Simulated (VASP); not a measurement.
**Li6Ru: relaxation of cell and atoms with PBE**

Crystal: Li6Ru.

```
Li Ru
1.0
     0.00000    3.87500    3.87500
     3.87500    0.00000    3.87500
     3.87500    3.87500    0.00000
Li Ru
6 1
Direct
  0.50000 0.00000 0.00000
  0.00000 0.50000 0.50000
  0.00000 0.50000 0.00000
  0.50000 0.00000 0.50000
  0.00000 0.00000 0.50000
  0.50000 0.50000 0.00000
  0.50000 0.50000 0.50000
```

```
Program                : VASP 6.6.1
Task                   : relaxation of cell and atoms
Functional             : PBE
Potentials or basis    : VASP PAW PBE potentials, release 64 (Li_sv, Ru_pv)
Cutoff                 : 600 eV
k mesh                 : 8 × 8 × 8
Occupations            : gaussian, width 0.1 eV
Spin                   : no spin polarisation
Dipole correction      : no
Further INCAR settings : ALGO = Normal; EDIFF = 1e-06; IBRION = 2; EDIFFG = -0.01; NSW = 100; ISIF = 3
```

- Pressure after relaxing: 0.0 GPa
- Band gap on the k mesh: zero (band 16 reaches 2.37 eV, above the bottom of band 17 at 1.79 eV)

Final structure:
```cif
data_structure
_symmetry_space_group_name_H-M 'P 1'
_symmetry_Int_Tables_number 1
_cell_length_a 5.4801
_cell_length_b 5.4801
_cell_length_c 5.4801
_cell_angle_alpha 60.000
_cell_angle_beta 60.000
_cell_angle_gamma 60.000
_cell_volume 116.37
loop_
_atom_site_label
_atom_site_type_symbol
_atom_site_fract_x
_atom_site_fract_y
_atom_site_fract_z
_atom_site_occupancy
Li1 Li 0.50000 0.00000 0.00000 1
Li2 Li 0.00000 0.50000 0.50000 1
Li3 Li 0.00000 0.50000 0.00000 1
Li4 Li 0.50000 0.00000 0.50000 1
Li5 Li 0.00000 0.00000 0.50000 1
Li6 Li 0.50000 0.50000 0.00000 1
Ru1 Ru 0.50000 0.50000 0.50000 1
```

Levels at points of the mesh, in eV from the Fermi level:
```tsv
k point	band 14	band 15	band 16	band 17	band 18	band 19
(0.00, 0.00, 0.00)	-0.35	-0.35	0.03	1.13	1.13	1.13
(0.50, 0.00, 0.00)	-0.71	-0.57	-0.57	1.12	1.55	1.55
(0.50, 0.50, 0.00)	-0.66	-0.66	-0.46	0.67	0.67	1.59
```

Wall time 69 s on 1 thread of AMD EPYC 9R45 (Zen 5) (shared host), peak memory 0.31 GiB.

Caveat: the cutoff is under 1.25 times the usual one of these potentials, so pressure, stress and relaxed cells hold a basis-set (Pulay) error; the relaxation stopped at its first step, so nothing moved.
